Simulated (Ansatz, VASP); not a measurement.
Two plane-wave programs on InGa2As3

The input INCAR:

```
PREC = Accurate
ENCUT = 520
EDIFF = 1E-6
ISMEAR = -1
SIGMA = 0.02
LREAL = F
LASPH = T
NELM = 100
ALGO = Normal
ISIF = 2
LWAVE = F
LCHARG = F
GGA = PE
NBANDS = 36
```

File KPOINTS:

```
Automatic mesh
0
Gamma
  8 8 8
```

Contents of POSCAR:

```
InGa2As3
1.0
   -2.0510204029      2.0510204029      8.7667350288
    2.0510204029     -2.0510204029      8.7667350288
    2.0510204029      2.0510204029     -8.7667350288
Ga As In
2 3 1
Direct
    0.8292655466      0.8292655466      0.0000000000
    0.1707344534      0.1707344534      0.0000000000
    0.2500000000      0.7500000000      0.5000000000
    0.5922460120      0.0922460120      0.5000000000
    0.9077539880      0.4077539880      0.5000000000
    0.5000000000      0.5000000000      0.0000000000
```

Input for Ansatz:

```yaml
crystal:
  lattice:
    - [-2.0510204029, 2.0510204029, 8.7667350288]
    - [2.0510204029, -2.0510204029, 8.7667350288]
    - [2.0510204029, 2.0510204029, -8.7667350288]
  atoms:
    - { symbol: Ga, position: [0.8292655466, 0.8292655466, 0.0] }
    - { symbol: As, position: [0.25, 0.75, 0.5] }
    - { symbol: Ga, position: [0.1707344534, 0.1707344534, 0.0] }
    - { symbol: As, position: [0.592246012, 0.092246012, 0.5] }
    - { symbol: In, position: [0.5, 0.5, 0.0] }
    - { symbol: As, position: [0.907753988, 0.407753988, 0.5] }
kpoints:
  mp_grid: { grid: [8, 8, 8] }
  band_path:
    path:
      - [[0.0, 0.0, 0.0], [-9.009694598392e-18, 9.009694598392e-18, 0.5], [0.25, 0.25, 0.25], [1.65401076213e-17, 0.5, -1.65401076213e-17], [0.0, 0.0, 0.0], [0.5, 0.5, -0.5], [0.2636837209518, 0.7363162790482, -0.2636837209518]]
      - [[-0.2636837209518, 0.2636837209518, 0.2636837209518], [0.0, 0.0, 0.0]]
      - [[-9.009694598392e-18, 9.009694598392e-18, 0.5], [-0.02736744190354, 0.02736744190354, 0.5]]
      - [[0.5, 0.5, -0.02736744190354], [0.5, 0.5, -0.5]]
    npoints: 10
hamiltonian:
  xc: pbe
scf:
  occupations: { method: fermi_dirac, width: 0.02 }
  n_extra_bands: 5
output:
  forces: true
  stress: true
  eigenvalues: true
```

Alike in both runs: task single point; functional PBE; k mesh 8 × 8 × 8; occupations fermi-dirac, width 0.02 eV; no spin polarisation.

|  | VASP | Ansatz |
| --- | --- | --- |
| version | VASP 6.6.1 | Ansatz 0.2.0 |
| potentials or method | VASP PAW PBE potentials, release 64 (Ga_d, As, In_d) | plane waves, PAW |
| plane-wave cutoff (eV) | 520 | 420 |
| valence electrons in the cell | 54 | 84 |

VASP gave:

```
pressure (GPa)                     : 2.6
rms of the force components (eV/Å) : 0.005
```

Task: Estimate Ansatz's values.

Result: Pressure (GPa): 2.5; rms of the force components (eV/Å): 0.003.

With one functional, cell and mesh, what is left measures potentials, basis and numerics. VASP's potentials hold 54 valence electrons a cell and Ansatz's 84, so a difference there can come from the potentials and not from the codes.
